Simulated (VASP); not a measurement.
Write the native input for VASP 6.6.1 that does the following.

| Quantity | Value |
| --- | --- |
| Task | single point |
| Functional | LDA |
| Potentials or basis | VASP PAW LDA potentials, release 64 (C) |
| Cutoff | 520 eV |
| k mesh | 11 × 11 × 11 |
| Occupations | fermi-dirac, width 0.05 eV |
| Spin | no spin polarisation |
| Dipole correction | no |
| Further INCAR settings | ALGO = Normal; EDIFF = 1e-06; NBANDS = 11 |

The structure of C lies in POSCAR:

```
C
1.0
    1.2280287114      0.7090027071      3.3470114498
   -1.2280287114      0.7090027071      3.3470114498
    0.0000000000     -1.4180054142      3.3470114498
C
2
Direct
    1.1058551064      0.8965652114      0.8965652834
    0.2274778202      0.1034351178      0.1034348441
```

One way to write it, as run:

INCAR

```
PREC     = Accurate       # precision mode
ENCUT    = 520            # plane-wave cutoff, eV
EDIFF    = 1E-6           # SCF threshold, eV
ISMEAR   = -1             # smearing method
SIGMA    = 0.05           # smearing width, eV
LREAL    = F              # projectors in reciprocal space
LASPH    = T              # aspherical terms in the spheres
NELM     = 60             # most SCF steps
ALGO     = Normal         # electronic algorithm
ISIF     = 2              # what is computed and relaxed
LWAVE    = F              # write WAVECAR
LCHARG   = F              # write CHGCAR
NBANDS   = 11             # bands
```

KPOINTS

```
regular mesh
0
Gamma
  11 11 11
```

Potentials or basis: VASP PAW LDA potentials, release 64 (C).

Run with:

```bash
$ cat potpaw_LDA.64/C/POTCAR > POTCAR
$ mpirun -np 1 vasp_std > vasp.out
```

Results of the run:

```
Pressure               : -39.1 GPa
Largest force          : 0.008 eV/Å
Band gap on the k mesh : zero (band 4 reaches 9.24 eV, above the bottom of band 5 at 2.76 eV)
```

Wall time 51 s on 1 thread of Intel(R) Xeon(R) Platinum 8488C (Sapphire Rapids), with other jobs on the host, peak memory 0.17 GiB.
